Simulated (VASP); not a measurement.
Write the native input for VASP 6.6.1 that does the following.

```
Task                   : single point
Functional             : PBE
Potentials or basis    : VASP PAW PBE potentials, release 64 (Bi_d, Ru_pv)
Cutoff                 : 520 eV
k mesh                 : 16 × 16 × 16
Occupations            : gaussian, width 0.1 eV
Spin                   : no spin polarisation
Dipole correction      : no
Further INCAR settings : ALGO = Fast; EDIFF = 1e-06; NBANDS = 22
```

The structure of BiRu lies in POSCAR:

```
BiRu
1.0
    3.3957490295      0.0000000000      0.0000000000
    0.0000000000      3.3957490295      0.0000000000
    0.0000000000      0.0000000000      3.3957490295
Bi Ru
1 1
Direct
    0.5000000000      0.5000000000      0.5000000000
    0.0000000000      0.0000000000      0.0000000000
```

One way to write it, as run:

INCAR

```
  PREC = Accurate
  ENCUT = 520
  EDIFF = 1E-6
  ISMEAR = 0
  SIGMA = 0.1
  LREAL = F
  LASPH = T
  NELM = 100
  ALGO = Fast
  ISIF = 2
  LWAVE = F
  LCHARG = T
  GGA = PE
  LELF = T
  LVHAR = T
  NBANDS = 22
```

KPOINTS

```
Automatic mesh
0
Gamma
  16 16 16
```

Potentials or basis: VASP PAW PBE potentials, release 64 (Bi_d, Ru_pv).

Run with:

```sh
$ cat potpaw_PBE.64/Bi_d/POTCAR potpaw_PBE.64/Ru_pv/POTCAR > POTCAR
$ mpirun -np 1 vasp_std > vasp.out
```

Results of the run:

```
Pressure               : 0.0 GPa
Band gap on the k mesh : zero (an odd number of electrons rules out a gap without spin polarisation)
```

Caveat: spin-orbit coupling is left out, which moves the levels of the heavy elements.

Run time: 100 s on 1 thread of Intel(R) Xeon(R) 6975P-C (Granite Rapids) (shared host), peak memory 0.25 GiB.
